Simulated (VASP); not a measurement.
# MgS (Fm-3m) in VASP: notebook

The runs below take MgS through single point, with PBE.

Program: VASP 6.6.1. These are calculated values, not measurements. Logs are shortened: lines on timing, memory, paths and dates and some standing lists are left out, and cuts for length are marked.

### Step 1. The cell of the first run

It takes space group Fm-3m (No. 225, cubic). Conventional cell: a = 5.012 Å, b = 5.012 Å, c = 5.012 Å, α = 90.00°, β = 90.00°, γ = 90.00°. Mg (site symmetry m-3m) has 6 S at 2.51 Å within 3.3 Å. Within 3.3 Å of S (site symmetry m-3m) lie 6 Mg at 2.51 Å.

### Step 2. Single point, PBE (volume scaled by 0.88)

INCAR

```
PREC     = Accurate       # precision mode
ENCUT    = 520            # plane-wave cutoff, eV
EDIFF    = 1E-6           # SCF threshold, eV
ISMEAR   = 0              # smearing method
SIGMA    = 0.02           # smearing width, eV
LREAL    = F              # projectors in reciprocal space
LASPH    = T              # aspherical terms in the spheres
NELM     = 60             # most SCF steps
ALGO     = Normal         # electronic algorithm
ISIF     = 2              # what is computed and relaxed
LWAVE    = F              # write WAVECAR
LCHARG   = F              # write CHGCAR
GGA      = PE             # functional
NBANDS   = 11             # bands
```

KPOINTS

```
regular mesh
0
Gamma
  8 8 8
```

POSCAR

```
MgS
1.0
    0.0000000000      2.5057761889      2.5057761889
    2.5057761889      0.0000000000      2.5057761889
    2.5057761889      2.5057761889      0.0000000000
Mg S
1 1
Direct
    0.0000000000      0.0000000000      0.0000000000
    0.5000000000      0.5000000000      0.5000000000
```

Potentials or basis: VASP PAW PBE potentials, release 64 (Mg, S).

Command:

```console
> cat potpaw_PBE.64/Mg/POTCAR potpaw_PBE.64/S/POTCAR > POTCAR
> mpirun -np 1 vasp_std > vasp.out
```

OUTCAR:

```text
PREC = Accurate
   ENCUT = 520
   EDIFF = 1E-6
   ISMEAR = 0
   LREAL = F
   LASPH = T
   NELM = 60
   ISIF = 2
   GGA = PE

 ion  position               nearest neighbor table
   1  0.000  0.000  0.000-   2 2.51   2 2.51   2 2.51   2 2.51   2 2.51   2 2.51
   2  0.500  0.500  0.500-   1 2.51   1 2.51   1 2.51   1 2.51   1 2.51   1 2.51

  LATTYP: Found a face centered cubic cell.
 ALAT       =     5.0115523778

  Lattice vectors:

 A1 = (   0.0000000000,   2.5057761889,   2.5057761889)
 A2 = (   2.5057761889,   0.0000000000,   2.5057761889)
 A3 = (   2.5057761889,   2.5057761889,   0.0000000000)

Analysis of symmetry for initial positions (statically):
=====================================================================
 Subroutine PRICEL returns:
 Original cell was already a primitive cell.

 Routine SETGRP: Setting up the symmetry group for a
 face centered cubic supercell.

 Subroutine GETGRP returns: Found 48 space group operations
 (whereof 48 operations were pure point group operations)
 out of a pool of 48 trial point group operations.

The static configuration has the point symmetry O_h .

Analysis of symmetry for dynamics (positions and initial velocities):
=====================================================================
 Subroutine PRICEL returns:
 Original cell was already a primitive cell.

 Routine SETGRP: Setting up the symmetry group for a
 face centered cubic supercell.

 Subroutine GETGRP returns: Found 48 space group operations
 (whereof 48 operations were pure point group operations)
 out of a pool of 48 trial point group operations.

The dynamic configuration has the point symmetry O_h .

 Subroutine INISYM returns: Found 48 space group operations
 (whereof 48 operations are pure point group operations),
 and found     1 'primitive' translations

----------------------------------------------------------------------------------------

                                     Primitive cell

  volume of cell :      31.4671

  direct lattice vectors                    reciprocal lattice vectors
     0.000000000  2.505776189  2.505776189    -0.199538970  0.199538970  0.199538970
     2.505776189  0.000000000  2.505776189     0.199538970 -0.199538970  0.199538970
     2.505776189  2.505776189  0.000000000     0.199538970  0.199538970 -0.199538970

  length of vectors
     3.543702671  3.543702671  3.543702671     0.345611634  0.345611634  0.345611634

  position of ions in fractional coordinates (direct lattice)
     0.000000000  0.000000000  0.000000000
     0.500000000  0.500000000  0.500000000

  ion indices of the primitive-cell ions
   primitive index   ion index
                 1           1
                 2           2

----------------------------------------------------------------------------------------

 KPOINTS: regular mesh

Automatic generation of k-mesh.
 Grid dimensions read from file:
 generate k-points for:    8    8    8

 Generating k-lattice:

  Cartesian coordinates                     Fractional coordinates (reciprocal lattice)
    -0.024942371  0.024942371  0.024942371     0.125000000  0.000000000  0.000000000
     0.024942371 -0.024942371  0.024942371     0.000000000  0.125000000  0.000000000
     0.024942371  0.024942371 -0.024942371     0.000000000  0.000000000  0.125000000

  Length of vectors
     0.043201454  0.043201454  0.043201454

  Shift w.r.t. Gamma in fractional coordinates (k-lattice)
     0.000000000  0.000000000  0.000000000

 Subroutine IBZKPT returns following result:
 ===========================================

 Found     29 irreducible k-points:

 Following reciprocal coordinates:
            Coordinates               Weight
  0.000000  0.000000  0.000000      1.000000
  0.125000  0.000000  0.000000      8.000000
  0.250000  0.000000  0.000000      8.000000
  0.375000  0.000000  0.000000      8.000000
  0.500000  0.000000  0.000000      4.000000
  0.125000  0.125000  0.000000      6.000000
[... 16 lines left out ...]
  0.500000  0.250000  0.125000     48.000000
 -0.375000  0.250000  0.125000     24.000000
 [... further k-points ...]
   k-points           NKPTS =     29   k-points in BZ     NKDIM =     29   number of bands    NBANDS=     11
   number of dos      NEDOS =    301   number of ions     NIONS =      2
   total plane-waves  NPLWV =  21952
   dimension x,y,z NGX =    28 NGY =   28 NGZ =   28
   dimension x,y,z NGXF=    56 NGYF=   56 NGZF=   56
   ions per type =               1   1
   NGX,Y,Z   is equivalent  to a cutoff of  13.14, 13.14, 13.14 a.u.
   NGXF,Y,Z  is equivalent  to a cutoff of  26.27, 26.27, 26.27 a.u.
 SYSTEM =  unknown system
   PREC   = accura    normal or accurate (medium, high low for compatibility)
   ISTART =      0    job   : 0-new  1-cont  2-samecut
   ICHARG =      2    charge: 1-file 2-atom 10-const
   ISPIN  =      1    spin polarized calculation?
   LNONCOLLINEAR =      F non collinear calculations
   LSORBIT =      F    spin-orbit coupling
   LASPH  =      T    aspherical Exc in radial PAW
   ENCUT  =  520.0 eV  38.22 Ry    6.18 a.u.   6.59  6.59  6.59*2*pi/ulx,y,z
   NELM   =     60;   NELMIN=  2; NELMDL= -5     # of ELM steps
   EDIFF  = 0.1E-05   stopping-criterion for ELM
   LREAL  =      F    real-space projection
   EDIFFG = 0.1E-04   stopping-criterion for IOM
   NSW    =      0    number of steps for IOM
   IBRION =     -1    ionic relax: 0-MD 1-quasi-New 2-CG
   NFREE  =      0    steps in history (QN), initial steepest desc. (CG)
   ISIF   =      2    stress and relaxation
   ISYM   =      2    0-nonsym 1-usesym 2-fastsym
   POTIM  = 0.5000    time-step for ionic-motion
   TEBEG  =    0.0;   TEEND  =   0.0 temperature during run
   PSTRESS=    0.0 pullay stress
   NELECT =       8.0000    total number of electrons
   NUPDOWN=      -1.0000    fix difference up-down
   EMIN   =  10.00;   EMAX   =-10.00  energy-range for DOS
   EFERMI =   0.00;   METHOD = LEGACY
   ISMEAR =     0;   SIGMA  =   0.02  broadening in eV -4-tet -1-fermi 0-gaus
   EFERMI_NEDOS =   21; number of points for ismear=-14 and -15
   IALGO  =     38    algorithm
   IMIX   =      4    mixing-type and parameters
     AMIX     =   0.40;   BMIX     =  1.00
     AMIX_MAG =   1.60;   BMIX_MAG =  1.00
  volume/ion in A,a.u.               =      15.73       106.18
  Fermi-wavevector in a.u.,A,eV,Ry     =   1.037097  1.959828 14.634010  1.075569
  Thomas-Fermi vector in A             =   2.171518
   LORBIT       =      0    0 simple, 1 ext, 2 COOP (PROOUT), +10 PAW based schemes
   GGA     = PE    functional components
   LHFCALC =     F    Hartree Fock is set to
   AEXX    =    0.0000 exact exchange contribution
   IVDW    =     0    specifies the selected vdW correction
   LEPSILON=     F    determine dielectric tensor
   LRPA    =     F    only Hartree local field effects (RPA)
 non-spin polarized calculation
 Gauss-broadening in eV      SIGMA  =   0.02
  energy-cutoff  :      520.00
  volume of cell :       31.47
 maximum number of plane-waves:       877
 NGX is ok and might be reduce to    28
   NGX = 13   NGY = 13   NGZ = 13

 number of electron       8.0000001 magnetization

 Free energy of the ion-electron system (eV)
  ---------------------------------------------------
  ext. energy  EPLUGINS =         0.00000000
  ---------------------------------------------------
  free energy    TOTEN  =        -8.36285194 eV

  energy without entropy =       -8.36285194  energy(sigma->0) =       -8.36285194

 E-fermi :   4.8805     XC(G=0): -10.1621

 val. band max:        4.7956261825   @ k =   0.0000   0.0000   0.0000
 cond. band min:       7.8075053395   @ k =   0.5000   0.5000   0.0000
 fundamental gap:      3.0118791570
 Fermi energy:         4.8804690495

 k-point     1 :       0.0000    0.0000    0.0000
  band No.  band energies     occupation
      1      -8.5660      2.00000
      2       4.7956      2.00000
      3       4.7956      2.00000
      4       4.7956      2.00000
      5       9.4628      0.00000
      6      12.6495      0.00000
      7      12.6495      0.00000
      8      12.6495      0.00000
      9      15.2518      0.00000
     10      15.2518      0.00000
     11      17.5793      0.00000

 k-point     2 :       0.1250    0.0000    0.0000
  band No.  band energies     occupation
      1      -8.3865      2.00000
      2       3.6685      2.00000
      3       4.6675      2.00000
      4       4.6675      2.00000
      5      10.1817      0.00000
      6      12.4625      0.00000
      7      12.9530      0.00000
      8      12.9530      0.00000
      9      14.6959      0.00000
     10      14.6959      0.00000
     11      18.3046      0.00000

 k-point     3 :       0.2500    0.0000    0.0000
  band No.  band energies     occupation
      1      -7.8941      2.00000
      2       1.6938      2.00000
      3       4.3925      2.00000
      4       4.3925      2.00000
      5      10.1306      0.00000
      6      12.7143      0.00000
      7      12.7143      0.00000
      8      13.8139      0.00000
      9      15.2798      0.00000
     10      15.2798      0.00000
     11      17.4799      0.00000

 k-point     4 :       0.3750    0.0000    0.0000
  band No.  band energies     occupation
      1      -7.2729      2.00000
      2       0.0228      2.00000
      3       4.1540      2.00000
      4       4.1540      2.00000
      5       9.6689      0.00000
      6      12.0677      0.00000
      7      12.0677      0.00000
      8      15.8239      0.00000
      9      16.9369      0.00000
     10      17.3862      0.00000
     11      17.3862      0.00000
[... 239 lines left out ...]
 k-point    22 :       0.3750    0.2500    0.1250
  band No.  band energies     occupation
      1      -7.5030      2.00000
      2       1.4045      2.00000
      3       3.0712      2.00000
      4       3.9764      2.00000
      5      11.0652      0.00000
      6      11.1841      0.00000
      7      12.2999      0.00000
      8      14.5295      0.00000
      9      15.1763      0.00000
     10      18.3000      0.00000
     11      20.6368      0.00000

 k-point    23 :       0.5000    0.2500    0.1250
  band No.  band energies     occupation
      1      -6.9703      2.00000
      2       0.3931      2.00000
      3       2.4587      2.00000
      4       3.6104      2.00000
      5      10.6870      0.00000
      6      11.4041      0.00000
      7      12.8689      0.00000
      8      14.3244      0.00000
      9      17.0270      0.00000
     10      19.8403      0.00000
     11      20.5859      0.00000

 k-point    24 :      -0.3750    0.2500    0.1250
  band No.  band energies     occupation
      1      -6.7062      2.00000
      2      -0.0951      2.00000
      3       2.3008      2.00000
      4       3.4274      2.00000
      5      10.6160      0.00000
      6      11.1263      0.00000
      7      13.5673      0.00000
      8      14.7539      0.00000
      9      17.5535      0.00000
     10      19.1358      0.00000
     11      21.0935      0.00000

 [... further k-points ...]

------------------------ aborting loop because EDIFF is reached ----------------------------------------

  FORCE on cell =-STRESS in cart. coord.  units (eV):
  Direction    XX          YY          ZZ          XY          YZ          ZX
  --------------------------------------------------------------------------------------
  -------------------------------------------------------------------------------------
  Total        2.3454431      2.3454431      2.3454431      0.0000000      0.0000000     -0.0000000
  in kB      119.4204345    119.4204345    119.4204345      0.0000000      0.0000000     -0.0000000
  external PRESSURE =     119.4204345 kB  Pullay stress =       0.0000000 kB

 VOLUME and BASIS-vectors are now :
 -----------------------------------------------------------------------------
  energy-cutoff  :      520.00
  volume of cell :       31.47
      direct lattice vectors                 reciprocal lattice vectors
     0.000000000  2.505776189  2.505776189    -0.199538970  0.199538970  0.199538970
     2.505776189  0.000000000  2.505776189     0.199538970 -0.199538970  0.199538970
     2.505776189  2.505776189  0.000000000     0.199538970  0.199538970 -0.199538970

 POSITION                                       TOTAL-FORCE (eV/Angst)
 -----------------------------------------------------------------------------------
      0.00000      0.00000      0.00000         0.000000     -0.000000      0.000000
      2.50578      2.50578      2.50578        -0.000000      0.000000      0.000000
 -----------------------------------------------------------------------------------
    total drift:                                0.000000      0.000000      0.000000

  FREE ENERGIE OF THE ION-ELECTRON SYSTEM (eV)
  ---------------------------------------------------
  free  energy   TOTEN  =        -8.3628519373 eV

  energy  without entropy=       -8.3628519373  energy(sigma->0) =       -8.36285194
```

It took 9.5 s on 1 thread of Intel Xeon 8259CL, shared host; peak memory 0.16 GiB.

What came out:

| Property | Result |
| --- | --- |
| Free energy | -8.3629 eV |
| Pressure | 11.9 GPa |
| Band gap on the k mesh | 3.01 eV, indirect (least direct gap 4.67 eV) |

Levels at points of the mesh, in eV from the valence-band top:
| k point | band 1 | band 2 | band 3 | band 4 | band 5 | band 6 | band 7 | band 8 | band 9 |
| --- | --- | --- | --- | --- | --- | --- | --- | --- | --- |
| (0.00, 0.00, 0.00) | -13.36 | 0.00 | 0.00 | 0.00 | 4.67 | 7.85 | 7.85 | 7.85 | 10.46 |
| (0.50, 0.00, 0.00) | -11.75 | -5.46 | -0.73 | -0.73 | 4.70 | 7.02 | 7.02 | 11.34 | 12.86 |
| (0.50, 0.50, 0.00) | -11.28 | -4.82 | -1.95 | -1.95 | 3.01 | 4.01 | 13.13 | 13.16 | 14.58 |

 A k mesh can miss the band edges.

### Step 3. Single point, PBE (volume scaled by 0.94)

INCAR

```
ALGO = Normal
EDIFF = 1E-7
ENCUT = 520
GGA = PE
ISIF = 2
ISMEAR = 0
LASPH = T
LCHARG = F
LREAL = F
LWAVE = F
NBANDS = 11
NELM = 100
PREC = Accurate
SIGMA = 0.02
```

KPOINTS

```
k-points
0
Gamma
  8 8 8
```

POSCAR

```
MgS
1.0
    0.0000000000      2.5614782460      2.5614782460
    2.5614782460      0.0000000000      2.5614782460
    2.5614782460      2.5614782460      0.0000000000
Mg S
1 1
Direct
    0.0000000000      0.0000000000      0.0000000000
    0.5000000000      0.5000000000      0.5000000000
```

Potentials or basis: VASP PAW PBE potentials, release 64 (Mg, S).

Command:

```console
> cat potpaw_PBE.64/Mg/POTCAR potpaw_PBE.64/S/POTCAR > POTCAR
> mpirun -np 1 vasp_std > vasp.out
```

OUTCAR:

```text
EDIFF = 1E-7
   ENCUT = 520
   GGA = PE
   ISIF = 2
   ISMEAR = 0
   LASPH = T
   LREAL = F
   NELM = 100
   PREC = Accurate

 ion  position               nearest neighbor table
   1  0.000  0.000  0.000-   2 2.56   2 2.56   2 2.56   2 2.56   2 2.56   2 2.56
   2  0.500  0.500  0.500-   1 2.56   1 2.56   1 2.56   1 2.56   1 2.56   1 2.56

  LATTYP: Found a face centered cubic cell.
 ALAT       =     5.1229564920

  Lattice vectors:

 A1 = (   0.0000000000,   2.5614782460,   2.5614782460)
 A2 = (   2.5614782460,   0.0000000000,   2.5614782460)
 A3 = (   2.5614782460,   2.5614782460,   0.0000000000)

Analysis of symmetry for initial positions (statically):
=====================================================================
 Subroutine PRICEL returns:
 Original cell was already a primitive cell.

 Routine SETGRP: Setting up the symmetry group for a
 face centered cubic supercell.

 Subroutine GETGRP returns: Found 48 space group operations
 (whereof 48 operations were pure point group operations)
 out of a pool of 48 trial point group operations.

The static configuration has the point symmetry O_h .

Analysis of symmetry for dynamics (positions and initial velocities):
[... 170 lines left out ...]
      3       4.1526      2.00000
      4       4.1526      2.00000
      5       8.2429      0.00000
      6      12.0731      0.00000
      7      12.0731      0.00000
      8      12.0731      0.00000
      9      14.5514      0.00000
     10      14.5514      0.00000
     11      16.7977      0.00000
[... 309 lines left out ...]
 k-point    24 :      -0.3750    0.2500    0.1250
  band No.  band energies     occupation
      1      -7.1455      2.00000
      2      -0.3846      2.00000
      3       1.8748      2.00000
      4       2.9175      2.00000
      5       9.8348      0.00000
      6      10.3588      0.00000
      7      12.7191      0.00000
      8      13.8008      0.00000
      9      16.6244      0.00000
     10      17.8659      0.00000
     11      20.0028      0.00000

 [... further k-points ...]

------------------------ aborting loop because EDIFF is reached ----------------------------------------

  FORCE on cell =-STRESS in cart. coord.  units (eV):
  Direction    XX          YY          ZZ          XY          YZ          ZX
  --------------------------------------------------------------------------------------
  -------------------------------------------------------------------------------------
  Total        1.0236958      1.0236958      1.0236958      0.0000000      0.0000000     -0.0000000
  in kB       48.7954662     48.7954662     48.7954662      0.0000000      0.0000000     -0.0000000
  external PRESSURE =      48.7954662 kB  Pullay stress =       0.0000000 kB

 VOLUME and BASIS-vectors are now :
 -----------------------------------------------------------------------------
  energy-cutoff  :      520.00
  volume of cell :       33.61
      direct lattice vectors                 reciprocal lattice vectors
     0.000000000  2.561478246  2.561478246    -0.195199784  0.195199784  0.195199784
     2.561478246  0.000000000  2.561478246     0.195199784 -0.195199784  0.195199784
     2.561478246  2.561478246  0.000000000     0.195199784  0.195199784 -0.195199784

 POSITION                                       TOTAL-FORCE (eV/Angst)
 -----------------------------------------------------------------------------------
      0.00000      0.00000      0.00000        -0.000000      0.000000     -0.000000
      2.56148      2.56148      2.56148         0.000000     -0.000000      0.000000
 -----------------------------------------------------------------------------------
    total drift:                                0.000000      0.000000      0.000000

  FREE ENERGIE OF THE ION-ELECTRON SYSTEM (eV)
  ---------------------------------------------------
  free  energy   TOTEN  =        -8.4735033388 eV

  energy  without entropy=       -8.4735033388  energy(sigma->0) =       -8.47350334
```

stdout:

```text
POSCAR found type information on POSCAR MgS
 POSCAR found :  2 types and       2 ions
 scaLAPACK will be used
 LDA part: xc-table for (Slater+PW92), standard interpolation
 POSCAR, INCAR and KPOINTS ok, starting setup
 FFT: planning ... GRIDC
 FFT: planning ... GRID_SOFT
 FFT: planning ... GRID
 WAVECAR not read
 entering main loop
```

Wall time 11 s (1 thread of Intel Xeon 8259CL, shared host); peak memory 0.15 GiB.

What came out:

* Free energy: -8.4735 eV
* Pressure: 4.9 GPa
* Band gap on the k mesh: 2.88 eV, indirect (least direct gap 4.09 eV)

 A k mesh can miss the band edges.

(Part 1 of 2 ends here.)
